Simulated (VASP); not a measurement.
# Ge in VASP: a series of runs, part 2 of 2

VASP 6.6.1. Earlier steps stand in the parts before.

**4. Single point, r2SCAN**

File POSCAR:

```
Ge
1.0
   -2.4958980000      2.6508630000      1.4369470000
    2.4958980000     -2.6508630000      1.4369470000
    2.4958980000      2.6508630000     -1.4369470000
Ge
2
Direct
    0.2983960000      0.0372420000      0.2393350000
    0.6945250000      0.9475460000      0.7538390000
```

File INCAR.step1:

```
PREC = Accurate
ENCUT = 520
ISMEAR = 1
SIGMA = 0.005
LREAL = False
LASPH = True
NELM = 80
NBANDS = 21
GGA = PE
ALGO = Normal
EDIFF = 1E-4
LWAVE = True
LCHARG = False
```

File INCAR.step2:

```
PREC = Accurate
ENCUT = 520
EDIFF = 1E-6
ISMEAR = 1
SIGMA = 0.005
LREAL = False
LASPH = True
NELM = 80
ALGO = Normal
ISIF = 2
LWAVE = False
LCHARG = False
METAGGA = R2SCAN
LMIXTAU = True
NBANDS = 21
ISTART = 1
```

File KPOINTS:

```
regular mesh
0
Gamma
  8 8 5
```

Potentials or basis: VASP PAW PBE potentials, release 64 (Ge_d).

On the command line:

```
$ cat potpaw_PBE.64/Ge_d/POTCAR > POTCAR
$ cp INCAR.step1 INCAR
$ mpirun -np 1 vasp_std > vasp.out
$ cp INCAR.step2 INCAR
$ mpirun -np 1 vasp_std > vasp.out
```

OUTCAR:

```text
PREC = Accurate
   ENCUT = 520
   EDIFF = 1E-6
   ISMEAR = 1
   LREAL = False
   LASPH = True
   NELM = 80
   ISIF = 2
   METAGGA = R2SCAN
   ISTART = 1

 ion  position               nearest neighbor table
   1  0.298  0.037  0.239-   2 2.67   2 2.67   2 2.68   2 2.81
   2  0.695  0.948  0.754-   1 2.67   1 2.67   1 2.68   1 2.81

  LATTYP: Found a body centered orthorhombic cell.
 ALAT       =     2.8738940000
 B/A-ratio  =     1.7369450648
 C/A-ratio  =     1.8447882907

  Lattice vectors:

 A1 = (   2.4958980000,  -2.6508630000,   1.4369470000)
 A2 = (  -2.4958980000,  -2.6508630000,  -1.4369470000)
 A3 = (   2.4958980000,   2.6508630000,  -1.4369470000)

Analysis of symmetry for initial positions (statically):
=====================================================================
 Subroutine PRICEL returns:
 Original cell was already a primitive cell.

 Routine SETGRP: Setting up the symmetry group for a
 body centered orthorhombic supercell.

 Subroutine GETGRP returns: Found  2 space group operations
[... 178 lines left out ...]
   NGX = 15   NGY = 15   NGZ = 15

 number of electron      28.0000002 magnetization

 Free energy of the ion-electron system (eV)
  ---------------------------------------------------
  ext. energy  EPLUGINS =         0.00000000
  ---------------------------------------------------
  free energy    TOTEN  =       -26.99467123 eV

  energy without entropy =      -26.99467306  energy(sigma->0) =      -26.99467184

 E-fermi :   6.3839     XC(G=0): -12.2436

 val. band max:        6.3796648976   @ k =   0.2500   0.3750  -0.0000
 cond. band min:       6.4012342676   @ k =  -0.2500   0.2500  -0.0000
 fundamental gap:      0.0215693700
 Fermi energy:         6.3838726608

 k-point     1 :       0.0000    0.0000    0.0000
  band No.  band energies     occupation
      1     -19.0849      2.00000
      2     -19.0047      2.00000
      3     -18.9951      2.00000
      4     -18.9919      2.00000
      5     -18.9633      2.00000
      6     -18.9203      2.00000
[... 565 lines left out ...]
     20      18.1480      0.00000
     21      18.9049      0.00000

 [... further k-points ...]
[... 5 lines left out ...]
  --------------------------------------------------------------------------------------
  -------------------------------------------------------------------------------------
  Total       -0.3900675     -0.4388452      0.0247448     -0.2111967     -0.1574693     -0.1024392
  in kB      -16.4337039    -18.4887279      1.0425085     -8.8978061     -6.6342485     -4.3158073
  external PRESSURE =     -11.2933078 kB  Pullay stress =       0.0000000 kB

 VOLUME and BASIS-vectors are now :
 -----------------------------------------------------------------------------
  energy-cutoff  :      520.00
  volume of cell :       38.03
      direct lattice vectors                 reciprocal lattice vectors
    -2.495898000  2.650863000  1.436947000     0.000000000  0.188617820  0.347959946
     2.495898000 -2.650863000  1.436947000     0.200328699  0.000000000  0.347959946
     2.495898000  2.650863000 -1.436947000     0.200328699  0.188617820  0.000000000

 POSITION                                       TOTAL-FORCE (eV/Angst)
 -----------------------------------------------------------------------------------
     -0.05446      1.32673      0.13838         0.001926      0.013771      0.036479
      2.51302      1.32760      1.27634        -0.001926     -0.013771     -0.036479
 -----------------------------------------------------------------------------------
    total drift:                               -0.000610      0.000030      0.000074

  FREE ENERGIE OF THE ION-ELECTRON SYSTEM (eV)
  ---------------------------------------------------
  free  energy   TOTEN  =       -26.9946712323 eV

  energy  without entropy=      -26.9946730573  energy(sigma->0) =      -26.99467184
```

OSZICAR.step1:

```text
N       E                     dE             d eps       ncg     rms          rms(c)
DAV:   1     0.176191434347E+03    0.17619E+03   -0.14219E+04  7697   0.379E+03
DAV:   2     0.154120145198E+02   -0.16078E+03   -0.15598E+03  6839   0.595E+02
DAV:   3    -0.790184082653E+01   -0.23314E+02   -0.23091E+02  7719   0.133E+02
DAV:   4    -0.856564620671E+01   -0.66381E+00   -0.66332E+00  7624   0.258E+01
DAV:   5    -0.857566573458E+01   -0.10020E-01   -0.10019E-01  7717   0.350E+00    0.199E+00
DAV:   6    -0.856249796460E+01    0.13168E-01   -0.18698E-02  9237   0.227E+00    0.113E+00
DAV:   7    -0.855740989576E+01    0.50881E-02   -0.14267E-02  9235   0.175E+00    0.109E-01
DAV:   8    -0.855728367697E+01    0.12622E-03   -0.22158E-03  8822   0.803E-01    0.374E-02
DAV:   9    -0.855728721089E+01   -0.35339E-05   -0.63787E-05  5155   0.123E-01
   1 F= -.85572872E+01 E0= -.85572877E+01  d E =0.138490E-05
```

It took 7.5 min on 1 thread of Intel Xeon Platinum 8488C (Sapphire Rapids), shared host; peak memory 0.23 GiB.

Results:

* Free energy: -26.9947 eV
* Pressure: -1.1 GPa
* Largest force: 0.039 eV/Å
* Band gap on the k mesh: zero (bands 14 and 15 overlap by 4.64 eV)

Forces in eV/Å, atoms in the order of the input:
```
Ge   0.002  0.014  0.036
Ge  -0.002 -0.014 -0.036
```

Caveat: the PAW data sets were made with another functional, which shifts forces and pressure a little.

**5. Single point, PBEsol**

File INCAR:

```
SYSTEM = Ge
ALGO     = Normal         ! electronic algorithm
EDIFF    = 1E-6           ! SCF threshold, eV
ENCUT    = 520            ! plane-wave cutoff, eV
GGA      = PS             ! functional
ISIF     = 2              ! what is computed and relaxed
ISMEAR   = -1             ! smearing method
LASPH    = .True.         ! aspherical terms in the spheres
LCHARG   = .True.         ! write CHGCAR
LELF     = .True.         ! ELF
LREAL    = .False.        ! projectors in reciprocal space
LVHAR    = .True.       
LWAVE    = .False.        ! write WAVECAR
NBANDS   = 21             ! bands
NELM     = 100            ! most SCF steps
PREC     = Accurate       ! precision mode
SIGMA    = 0.05           ! smearing width, eV
```

File KPOINTS:

```
k-points
0
Gamma
  8 8 8
  0 0 0
```

File POSCAR:

```
Ge
1.0
   -2.4958980000      2.6508630000      1.4369470000
    2.4958980000     -2.6508630000      1.4369470000
    2.4958980000      2.6508630000     -1.4369470000
Ge
2
Direct
    0.3140570000      0.0640570000      0.2500000000
    0.6859430000      0.9359430000      0.7500000000
```

On the command line:

```
$ cat potpaw_PBE.64/Ge_d/POTCAR > POTCAR
$ mpirun -np 1 vasp_std > vasp.out
```

Run time: 85 s. Hardware: 1 thread of Intel Xeon 8259CL, shared host; peak memory 0.2 GiB.

The run converged. Its results:

```yaml
Free_energy: -9.5189 eV
Pressure: -2.7 GPa
Largest_force: 0.021 eV/Å
Band_gap_on_the_k_mesh: zero (bands 14 and 15 overlap by 5.17 eV)
```

Forces on the atoms (eV/Å):
```
Ge   0.000  0.000  0.021
Ge   0.000  0.000 -0.021
```

Stress tensor (GPa, compression positive):
```
-3.26  0.00  0.00
 0.00 -3.09  0.00
 0.00  0.00 -1.69
```

Levels at points of the mesh, in eV from the Fermi level:
| k point | band 12 | band 13 | band 14 | band 15 | band 16 | band 17 |
| --- | --- | --- | --- | --- | --- | --- |
| (0.00, 0.00, 0.00) | -3.77 | -2.30 | -1.85 | 3.48 | 6.99 | 7.22 |
| (0.50, 0.00, 0.00) | -6.92 | -1.90 | -1.50 | -0.73 | 1.54 | 3.24 |
| (0.00, 0.50, 0.00) | -5.86 | -3.40 | -2.20 | -1.73 | 3.16 | 4.06 |
| (0.50, 0.50, 0.00) | -10.31 | 0.70 | 0.70 | 2.32 | 2.32 | 6.80 |
| (0.50, 0.50, 0.50) | -8.17 | -5.80 | -5.55 | 4.44 | 6.91 | 10.76 |

Caveat: the PAW data sets were made with another functional, which shifts forces and pressure a little.

**6. Single point, PBEsol, non-collinear spin, zero start, spin-orbit coupling**

File INCAR:

```
SYSTEM = Ge
PREC = Accurate
ENCUT = 520
EDIFF = 1E-6
ISMEAR = -1
SIGMA = 0.05
LREAL = .FALSE.
LASPH = .TRUE.
NELM = 150
ALGO = Normal
ISIF = 2
LWAVE = .FALSE.
LCHARG = .TRUE.
MAGMOM = 0 0 0 0 0 0
LORBIT = 11
LSORBIT = .TRUE.
GGA_COMPAT = .FALSE.
LORBMOM = .TRUE.
GGA = PS
LVHAR = .TRUE.
NBANDS = 40
```

File KPOINTS:

```
Automatic mesh
0
G
  11 11 11
  0 0 0
```

POSCAR is that of step 5.

Potentials or basis: VASP PAW PBE potentials, release 64 (Ge_d).

On the command line:

```
$ cat potpaw_PBE.64/Ge_d/POTCAR > POTCAR
$ mpirun -np 1 vasp_ncl > vasp.out
```

It took 11 min on 1 thread of Oxide Virtual Turin-like, shared host; peak memory 0.53 GiB.

Results (log left out):

```
Free energy                                           : -9.5321 eV
Pressure                                              : -2.5 GPa
Largest force                                         : 0.060 eV/Å
Net moment                                            : 0.00 μB per cell
Valence electrons inside the program's atomic spheres : Ge 12.24
```

Forces in eV/Å, atoms in the order of the input:
```
Ge   0.000  0.000  0.060
Ge   0.000  0.000 -0.060
```

Stress tensor (GPa, compression positive):
```
-1.38  0.00  0.00
 0.00 -3.43  0.00
 0.00  0.00 -2.84
```

Moments on the atoms (μB; x, y, z):
```
Ge  0.00 0.00 0.00
Ge  0.00 0.00 0.00
```

Caveat: the PAW data sets were made with another functional, which shifts forces and pressure a little.

**7. Summary**

```csv
level,spin,cell,k mesh,smearing,gap on the mesh (eV),pressure (GPa),largest force (eV/Å)
r2SCAN,off,"as given, atomic positions A",8 × 8 × 5,methfessel-paxton 0.025 eV,none,-1.3,0.04
r2SCAN,off,"as given, atomic positions A",8 × 8 × 5,methfessel-paxton 0.01 eV,none,-1.1,0.04
r2SCAN,off,"as given, atomic positions A",8 × 8 × 5,methfessel-paxton 0.005 eV,none,-1.1,0.04
PBEsol,off,"as given, atomic positions B",8 × 8 × 8,fermi-dirac 0.05 eV,none,-2.7,0.02
PBEsol,"non-collinear, zero start, SOC","as given, atomic positions B",11 × 11 × 11,fermi-dirac 0.05 eV,-,-2.5,0.06
```

Alike in all rows: task single point; potentials or basis VASP PAW PBE potentials, release 64 (Ge_d); cutoff (eV) 520.

The pressure there spans -2.7 GPa (PBEsol) to -1.1 GPa (r2SCAN); a positive pressure means that this level wants a larger cell, a negative one a smaller.

Caveats: the PAW data sets were made with another functional, which shifts forces and pressure a little.

Absolute energies hang on the potentials; compare differences alone.
